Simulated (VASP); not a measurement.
# Ni (Fd-3m) in VASP: notebook

Runs on Ni. Level: BLYP. Tasks: single point.

Everything below comes from runs of VASP 6.6.1. Logs are shortened: lines on timing, memory, paths and dates and some standing lists are left out, and cuts for length are marked.

## (1) The cell of the first run

It takes space group Fd-3m (No. 227, cubic). Conventional cell: a = 4.970 Å, b = 4.970 Å, c = 4.970 Å, α = 90.00°, β = 90.00°, γ = 90.00°. Ni (site symmetry -43m) has 4 Ni at 2.15 Å within 2.8 Å.

This isn't the form of Ni at room conditions, which is fcc.

## (2) Single point, BLYP (15.34 Å³/atom)

INCAR reads:

```
PREC     = Accurate       # precision mode
ENCUT    = 520            # plane-wave cutoff, eV
EDIFF    = 1E-6           # SCF threshold, eV
ISMEAR   = -1             # smearing method
SIGMA    = 0.1            # smearing width, eV
LREAL    = F              # projectors in reciprocal space
LASPH    = T              # aspherical terms in the spheres
NELM     = 60             # most SCF steps
ALGO     = Normal         # electronic algorithm
ISIF     = 2              # what is computed and relaxed
LWAVE    = F              # write WAVECAR
LCHARG   = T              # write CHGCAR
GGA      = B5             # functional
ALDAX    = 1.0          
AGGAX    = 1.0          
AGGAC    = 1.0          
ALDAC    = 0.0          
LELF     = T              # ELF
LVHAR    = T            
NBANDS   = 17             # bands
```

KPOINTS reads:

```
regular mesh
0
Gamma
  12 12 12
```

POSCAR reads:

```
Ni
1.0
    0.0000000000      2.4848462745      2.4848462745
    2.4848462745      0.0000000000      2.4848462745
    2.4848462745      2.4848462745      0.0000000000
Ni
2
Direct
    0.1250000000      0.1250000000      0.1250000000
    0.8750000000      0.8750000000      0.8750000000
```

Potentials or basis: VASP PAW PBE potentials, release 64 (Ni).

Command:

```bash
cat potpaw_PBE.64/Ni/POTCAR > POTCAR
mpirun -np 1 vasp_std > vasp.out
```

OUTCAR:

```text
PREC = Accurate
   ENCUT = 520
   EDIFF = 1E-6
   ISMEAR = -1
   LREAL = F
   LASPH = T
   NELM = 60
   ISIF = 2
   GGA = B5

 ion  position               nearest neighbor table
   1  0.125  0.125  0.125-   2 2.15   2 2.15   2 2.15   2 2.15
   2  0.875  0.875  0.875-   1 2.15   1 2.15   1 2.15   1 2.15

  LATTYP: Found a face centered cubic cell.
 ALAT       =     4.9696925490

  Lattice vectors:

 A1 = (   0.0000000000,   2.4848462745,   2.4848462745)
 A2 = (   2.4848462745,   0.0000000000,   2.4848462745)
 A3 = (   2.4848462745,   2.4848462745,   0.0000000000)

Analysis of symmetry for initial positions (statically):
=====================================================================
 Subroutine PRICEL returns:
 Original cell was already a primitive cell.

 Routine SETGRP: Setting up the symmetry group for a
 face centered cubic supercell.

 Subroutine GETGRP returns: Found 48 space group operations
 (whereof 12 operations were pure point group operations)
 out of a pool of 48 trial point group operations.

The static configuration has the point symmetry D_3d.
 The point group associated with its full space group is O_h .

Analysis of symmetry for dynamics (positions and initial velocities):
=====================================================================
 Subroutine PRICEL returns:
 Original cell was already a primitive cell.

 Routine SETGRP: Setting up the symmetry group for a
 face centered cubic supercell.

 Subroutine GETGRP returns: Found 48 space group operations
 (whereof 12 operations were pure point group operations)
 out of a pool of 48 trial point group operations.

The dynamic configuration has the point symmetry D_3d.
 The point group associated with its full space group is O_h .

 Subroutine INISYM returns: Found 48 space group operations
 (whereof 12 operations are pure point group operations),
 and found     1 'primitive' translations

----------------------------------------------------------------------------------------

                                     Primitive cell

  volume of cell :      30.6852

  direct lattice vectors                    reciprocal lattice vectors
     0.000000000  2.484846275  2.484846275    -0.201219691  0.201219691  0.201219691
     2.484846275  0.000000000  2.484846275     0.201219691 -0.201219691  0.201219691
     2.484846275  2.484846275  0.000000000     0.201219691  0.201219691 -0.201219691

  length of vectors
     3.514103302  3.514103302  3.514103302     0.348522729  0.348522729  0.348522729

  position of ions in fractional coordinates (direct lattice)
     0.125000000  0.125000000  0.125000000
     0.875000000  0.875000000  0.875000000

  ion indices of the primitive-cell ions
   primitive index   ion index
                 1           1
                 2           2

----------------------------------------------------------------------------------------

 KPOINTS: regular mesh

Automatic generation of k-mesh.
 Grid dimensions read from file:
 generate k-points for:   12   12   12

 Generating k-lattice:

  Cartesian coordinates                     Fractional coordinates (reciprocal lattice)
    -0.016768308  0.016768308  0.016768308     0.083333333  0.000000000  0.000000000
     0.016768308 -0.016768308  0.016768308     0.000000000  0.083333333  0.000000000
     0.016768308  0.016768308 -0.016768308     0.000000000  0.000000000  0.083333333

  Length of vectors
     0.029043561  0.029043561  0.029043561

  Shift w.r.t. Gamma in fractional coordinates (k-lattice)
     0.000000000  0.000000000  0.000000000

 Subroutine IBZKPT returns following result:
 ===========================================

 Found     72 irreducible k-points:

 Following reciprocal coordinates:
            Coordinates               Weight
  0.000000  0.000000  0.000000      1.000000
  0.083333  0.000000  0.000000      8.000000
  0.166667  0.000000  0.000000      8.000000
  0.250000  0.000000  0.000000      8.000000
  0.333333  0.000000  0.000000      8.000000
  0.416667  0.000000  0.000000      8.000000
[... 16 lines left out ...]
  0.500000  0.166667  0.000000     24.000000
 -0.416667  0.166667  0.000000     24.000000
 [... further k-points ...]
   k-points           NKPTS =     72   k-points in BZ     NKDIM =     72   number of bands    NBANDS=     17
   number of dos      NEDOS =    301   number of ions     NIONS =      2
   total plane-waves  NPLWV =  21952
   dimension x,y,z NGX =    28 NGY =   28 NGZ =   28
   dimension x,y,z NGXF=    56 NGYF=   56 NGZF=   56
   ions per type =               2
   NGX,Y,Z   is equivalent  to a cutoff of  13.25, 13.25, 13.25 a.u.
   NGXF,Y,Z  is equivalent  to a cutoff of  26.49, 26.49, 26.49 a.u.
 SYSTEM =  unknown system
   PREC   = accura    normal or accurate (medium, high low for compatibility)
   ISTART =      0    job   : 0-new  1-cont  2-samecut
   ICHARG =      2    charge: 1-file 2-atom 10-const
   ISPIN  =      1    spin polarized calculation?
   LNONCOLLINEAR =      F non collinear calculations
   LSORBIT =      F    spin-orbit coupling
   LASPH  =      T    aspherical Exc in radial PAW
   ENCUT  =  520.0 eV  38.22 Ry    6.18 a.u.   6.53  6.53  6.53*2*pi/ulx,y,z
   NELM   =     60;   NELMIN=  2; NELMDL= -5     # of ELM steps
   EDIFF  = 0.1E-05   stopping-criterion for ELM
   LREAL  =      F    real-space projection
   EDIFFG = 0.1E-04   stopping-criterion for IOM
   NSW    =      0    number of steps for IOM
   IBRION =     -1    ionic relax: 0-MD 1-quasi-New 2-CG
   NFREE  =      0    steps in history (QN), initial steepest desc. (CG)
   ISIF   =      2    stress and relaxation
   ISYM   =      2    0-nonsym 1-usesym 2-fastsym
   POTIM  = 0.5000    time-step for ionic-motion
   TEBEG  =    0.0;   TEEND  =   0.0 temperature during run
   PSTRESS=    0.0 pullay stress
   NELECT =      20.0000    total number of electrons
   NUPDOWN=      -1.0000    fix difference up-down
   EMIN   =  10.00;   EMAX   =-10.00  energy-range for DOS
   EFERMI =   0.00;   METHOD = LEGACY
   ISMEAR =    -1;   SIGMA  =   0.10  broadening in eV -4-tet -1-fermi 0-gaus
   EFERMI_NEDOS =   21; number of points for ismear=-14 and -15
   IALGO  =     38    algorithm
   IMIX   =      4    mixing-type and parameters
     AMIX     =   0.40;   BMIX     =  1.00
     AMIX_MAG =   1.60;   BMIX_MAG =  1.00
  volume/ion in A,a.u.               =      15.34       103.54
  Fermi-wavevector in a.u.,A,eV,Ry     =   1.419413  2.682301 27.412093  2.014732
  Thomas-Fermi vector in A             =   2.540436
   LORBIT       =      0    0 simple, 1 ext, 2 COOP (PROOUT), +10 PAW based schemes
   GGA     = B5    functional components
   LHFCALC =     F    Hartree Fock is set to
   AEXX    =    0.0000 exact exchange contribution
   IVDW    =     0    specifies the selected vdW correction
   LEPSILON=     F    determine dielectric tensor
   LRPA    =     F    only Hartree local field effects (RPA)
 non-spin polarized calculation
  energy-cutoff  :      520.00
  volume of cell :       30.69
 maximum number of plane-waves:       869
 NGX is ok and might be reduce to    28
   NGX = 13   NGY = 13   NGZ = 13

 number of electron      20.0000015 magnetization

 Free energy of the ion-electron system (eV)
  ---------------------------------------------------
  ext. energy  EPLUGINS =         0.00000000
  ---------------------------------------------------
  free energy    TOTEN  =        -7.29256908 eV

  energy without entropy =       -7.09040337  energy(sigma->0) =       -7.19148623

 E-fermi :   5.7389     XC(G=0): -10.4345

 val. band max:        5.7371221182   @ k =  -0.3333   0.3333   0.0000
 cond. band min:       5.7435454935   @ k =   0.2500   0.1667   0.0833
 fundamental gap:      0.0064233753
 Fermi energy:         5.7388615312

 k-point     1 :       0.0000    0.0000    0.0000
  band No.  band energies     occupation
      1      -0.9315      2.00000
      2       2.8624      2.00000
      3       2.8624      2.00000
      4       2.9599      2.00000
      5       2.9599      2.00000
      6       2.9599      2.00000
[... 9 lines left out ...]
     16      18.8399      0.00000
     17      18.8400      0.00000

 k-point     2 :       0.0833    0.0000    0.0000
  band No.  band energies     occupation
      1      -0.8003      2.00000
      2       2.7819      2.00000
      3       2.7819      2.00000
      4       2.9653      2.00000
      5       3.0679      2.00000
      6       3.0679      2.00000
[... 9 lines left out ...]
     16      19.7558      0.00000
     17      19.8349      0.00000

 k-point     3 :       0.1667    0.0000    0.0000
  band No.  band energies     occupation
      1      -0.4145      2.00000
      2       2.7146      2.00000
      3       2.7146      2.00000
      4       2.9862      2.00000
      5       3.1994      2.00000
      6       3.1994      2.00000
[... 9 lines left out ...]
     16      20.6184      0.00000
     17      20.6184      0.00000

 k-point     4 :       0.2500    0.0000    0.0000
  band No.  band energies     occupation
      1       0.1971      2.00000
      2       2.7032      2.00000
      3       2.7032      2.00000
      4       3.0305      2.00000
      5       3.2647      2.00000
      6       3.2647      2.00000
[... 9 lines left out ...]
     16      20.3771      0.00000
     17      20.3772      0.00000
[... 343 lines left out ...]
      1       1.6094      2.00000
      2       2.4480      2.00000
      3       2.9889      2.00000
      4       2.9903      2.00000
      5       3.2377      2.00000
      6       3.4672      2.00000
[... 9 lines left out ...]
     16      21.0824      0.00000
     17      22.1372      0.00000

 k-point    23 :       0.5000    0.1667    0.0000
  band No.  band energies     occupation
      1       2.2058      2.00000
      2       2.4807      2.00000
      3       2.9108      2.00000
      4       2.9336      2.00000
      5       3.3023      2.00000
      6       3.3891      2.00000
[... 9 lines left out ...]
     16      21.4748      0.00000
     17      22.0880      0.00000

 k-point    24 :      -0.4167    0.1667    0.0000
  band No.  band energies     occupation
      1       2.2574      2.00000
      2       2.6215      2.00000
      3       2.7844      2.00000
      4       2.9237      2.00000
      5       3.2798      2.00000
      6       3.4159      2.00000
[... 9 lines left out ...]
     16      21.0026      0.00000
     17      22.0196      0.00000

 [... further k-points ...]

------------------------ aborting loop because EDIFF is reached ----------------------------------------

  FORCE on cell =-STRESS in cart. coord.  units (eV):
  Direction    XX          YY          ZZ          XY          YZ          ZX
  --------------------------------------------------------------------------------------
  -------------------------------------------------------------------------------------
  Total        2.5641801      2.5641801      2.5641801     -0.0000000     -0.0000000     -0.0000000
  in kB      133.8845728    133.8845728    133.8845728     -0.0000000     -0.0000000     -0.0000000
  external PRESSURE =     133.8845728 kB  Pullay stress =       0.0000000 kB

 VOLUME and BASIS-vectors are now :
 -----------------------------------------------------------------------------
  energy-cutoff  :      520.00
  volume of cell :       30.69
      direct lattice vectors                 reciprocal lattice vectors
     0.000000000  2.484846275  2.484846275    -0.201219691  0.201219691  0.201219691
     2.484846275  0.000000000  2.484846275     0.201219691 -0.201219691  0.201219691
     2.484846275  2.484846275  0.000000000     0.201219691  0.201219691 -0.201219691

 POSITION                                       TOTAL-FORCE (eV/Angst)
 -----------------------------------------------------------------------------------
      0.62121      0.62121      0.62121        -0.000000     -0.000000     -0.000000
      4.34848      4.34848      4.34848         0.000000      0.000000      0.000000
 -----------------------------------------------------------------------------------
    total drift:                                0.000000      0.000000     -0.000000

  FREE ENERGIE OF THE ION-ELECTRON SYSTEM (eV)
  ---------------------------------------------------
  free  energy   TOTEN  =        -7.2925690803 eV

  energy  without entropy=       -7.0904033736  energy(sigma->0) =       -7.19148623
```

Run time: 59 s. Hardware: 1 thread of Intel Xeon 8259CL, shared host; peak memory 0.17 GiB.

Results:

```yaml
Free_energy: -7.2926 eV
Pressure: 13.4 GPa
Band_gap_on_the_k_mesh: zero (bands 10 and 11 overlap by 0.33 eV)
```

Caveat: the cell stands under pressure; the PAW data sets were made with another functional, which shifts forces and pressure a little; the run has no spin polarisation, though such a crystal can be magnetic. Spin polarisation is off, so any magnetic state and its effect on volume and gap are missing.

## (3) Single point, BLYP (18.83 Å³/atom)

This run uses another cell than the first one, of 18.83 Å³/atom.

INCAR reads:

```
AGGAC = 1.0
AGGAX = 1.0
ALDAC = 0.0
ALDAX = 1.0
ALGO = Normal
EDIFF = 1E-6
ENCUT = 520
GGA = B5
ISIF = 2
ISMEAR = -1
LASPH = True
LCHARG = False
LREAL = False
LWAVE = False
NBANDS = 17
NELM = 60
PREC = Accurate
SIGMA = 0.1
```

KPOINTS reads:

```
k-points
0
Gamma
  12 12 12
```

POSCAR reads:

```
Ni
1.0
    0.0000000000      2.6603976404      2.6603976404
    2.6603976404      0.0000000000      2.6603976404
    2.6603976404      2.6603976404      0.0000000000
Ni
2
Direct
    0.1250000000      0.1250000000      0.1250000000
    0.8750000000      0.8750000000      0.8750000000
```

Potentials or basis: VASP PAW PBE potentials, release 64 (Ni).

Command:

```bash
cat potpaw_PBE.64/Ni/POTCAR > POTCAR
mpirun -np 1 vasp_std > vasp.out
```

Wall time 85 s (1 thread of Intel Xeon 8259CL, shared host); peak memory 0.17 GiB.

Results (log left out):

```yaml
Free_energy: -7.4065 eV
Pressure: -4.8 GPa
Band_gap_on_the_k_mesh: zero (bands 10 and 11 overlap by 0.25 eV)
```

Levels at points of the mesh, in eV from the Fermi level:
```csv
k point,band 8,band 9,band 10,band 11,band 12,band 13
"(0.00, 0.00, 0.00)",-0.90,-0.90,-0.10,-0.10,10.82,10.82
"(0.50, 0.00, 0.00)",-0.63,-0.63,-0.21,-0.21,0.73,7.95
"(0.50, 0.50, 0.00)",-1.08,-0.10,-0.10,1.24,1.24,4.44
```

Caveat: the cell stands under tension; the PAW data sets were made with another functional, which shifts forces and pressure a little; the run has no spin polarisation, though such a crystal can be magnetic. Spin polarisation is off, so any magnetic state and its effect on volume and gap are missing.

## (4) Single point, BLYP (19.53 Å³/atom)

This run uses another cell than the first one, of 19.53 Å³/atom.

INCAR reads:

```
SYSTEM = Ni
AGGAC = 1.0 ; AGGAX = 1.0
ALDAC = 0.0 ; ALDAX = 1.0
ALGO = Normal ; EDIFF = 1E-6
ENCUT = 520 ; GGA = B5
ISIF = 2 ; ISMEAR = -1
LASPH = .True. ; LCHARG = .False.
LREAL = .False. ; LWAVE = .False.
NBANDS = 17 ; NELM = 60
PREC = Accurate ; SIGMA = 0.1
```

KPOINTS reads:

```
k-points
0
Gamma
  12 12 12
  0 0 0
```

POSCAR reads:

```
Ni
1.0
    0.0000000000      2.6928447119      2.6928447119
    2.6928447119      0.0000000000      2.6928447119
    2.6928447119      2.6928447119      0.0000000000
Ni
2
Direct
    0.1250000000      0.1250000000      0.1250000000
    0.8750000000      0.8750000000      0.8750000000
```

Command:

```bash
cat potpaw_PBE.64/Ni/POTCAR > POTCAR
mpirun -np 1 vasp_std > vasp.out
```

Run time: 83 s. Hardware: 1 thread of Intel Xeon 8259CL, shared host; peak memory 0.18 GiB.

It converged, with:

```
Free energy            : -7.3577 eV
Pressure               : -6.4 GPa
Band gap on the k mesh : zero (bands 10 and 11 overlap by 0.24 eV)
```

Levels at points of the mesh, in eV from the Fermi level:
```tsv
k point	band 6	band 7	band 8	band 9	band 10	band 11	band 12	band 13	band 14	band 15
(0.00, 0.00, 0.00)	-2.04	-0.86	-0.86	-0.86	-0.10	-0.10	10.52	10.52	10.52	11.29
(0.50, 0.00, 0.00)	-1.94	-0.72	-0.61	-0.61	-0.20	-0.20	0.69	7.75	7.75	11.89
(0.50, 0.50, 0.00)	-1.70	-1.03	-1.03	-0.10	-0.10	1.20	1.20	4.38	4.38	8.84
```

Caveat: the cell stands under tension; the PAW data sets were made with another functional, which shifts forces and pressure a little; the run has no spin polarisation, though such a crystal can be magnetic. Spin polarisation is off, so any magnetic state and its effect on volume and gap are missing.

## (5) Overview

| cell | gap on the mesh (eV) | pressure (GPa) |
| --- | --- | --- |
| a = 3.514 Å, angles 60.0°, 2 atoms | none | 13.4 |
| a = 3.762 Å, angles 60.0°, 2 atoms | none | -4.8 |
| a = 3.808 Å, angles 60.0°, 2 atoms | none | -6.4 |

Alike in all rows: task single point; level BLYP; potentials or basis VASP PAW PBE potentials, release 64 (Ni); no spin polarisation; k mesh 12 × 12 × 12; cutoff (eV) 520; smearing fermi-dirac 0.1 eV.

Caveats: the PAW data sets were made with another functional, which shifts forces and pressure a little; the run has no spin polarisation, though such a crystal can be magnetic; the cell stands under tension (at least some runs); the cell stands under pressure (at least some runs).

Absolute energies hang on the potentials; compare differences alone.
